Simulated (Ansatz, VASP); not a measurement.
**Ir in VASP and in Ansatz**

```
Ir
1.0
     0.00000    1.91970    1.91970
     1.91970    0.00000    1.91970
     1.91970    1.91970    0.00000
Ir
1
Direct
  0.00000 0.00000 0.00000
```

Alike in both runs: task relaxation of cell and atoms; functional BLYP; k mesh 14 × 14 × 14; occupations fermi-dirac, width 0.05 eV; collinear spin.

|  | VASP | Ansatz |
| --- | --- | --- |
| version | VASP 6.6.1 | Ansatz 0.2.0 |
| potentials or method | VASP PAW PBE potentials, release 64 (Ir), cutoff 600 eV | plane waves (420 eV) with PAW, scalar-relativistic |
| valence electrons in the cell | 9 | 17 |

|  | VASP | Ansatz | Ansatz less VASP |
| --- | --- | --- | --- |
| net moment per atom (μB) | 0.00 | 0.00 | 0.000 |
| relaxed volume (Å³/atom) | 15.38 | 15.25 | -0.123 |
| relaxed cell length with the largest relative difference (Å) | 2.791 | 2.784 | -0.0075 |

VASP's potentials were made for PBE, not for BLYP. VASP's potentials hold 9 valence electrons a cell and Ansatz's 17, so a difference there can come from the potentials and not from the codes. Ansatz's warnings: seeded moment not kept.

Neither program's run includes spin-orbit coupling.
